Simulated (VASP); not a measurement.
A run of VASP 6.6.1 is set up as follows.

INCAR

```
  PREC = Accurate
  ENCUT = 520
  EDIFF = 1E-6
  ISMEAR = 0
  SIGMA = 0.15
  LREAL = F
  LASPH = T
  NELM = 100
  ALGO = Normal
  ISIF = 2
  LWAVE = F
  LCHARG = F
  GGA = PE
  NBANDS = 16
```

KPOINTS

```
regular mesh
0
Gamma
  12 12 12
```

Contents of POSCAR:

```
InSb
1.0
    0.0000000000      3.2391000000      3.2714910000
    3.2391000000      0.0000000000      3.2714910000
    3.2391000000      3.2391000000      0.0000000000
In Sb
1 1
Direct
    0.0000000000      0.0000000000      0.0000000000
    0.7500000000      0.7500000000      0.7500000000
```

Potentials or basis: VASP PAW PBE potentials, release 64 (In_d, Sb).

Run with:

```sh
$ cat potpaw_PBE.64/In_d/POTCAR potpaw_PBE.64/Sb/POTCAR > POTCAR
$ mpirun -np 1 vasp_std > vasp.out
```

What does it give for the pressure?

2.6 GPa.

Estimate the band gap on the k mesh.

zero (filled and empty bands touch).

Stress tensor (GPa, compression positive):
```
2.70 0.00 0.00
0.00 2.70 0.00
0.00 0.00 2.44
```

Caveat: the cell differs from its parent crystal (strain +0.0100 x Voigt [0, 0, 1, 0, 0, 0]); semilocal functionals underestimate gaps, and a narrow one can read as zero; spin-orbit coupling is left out, which moves the levels of the heavy elements.
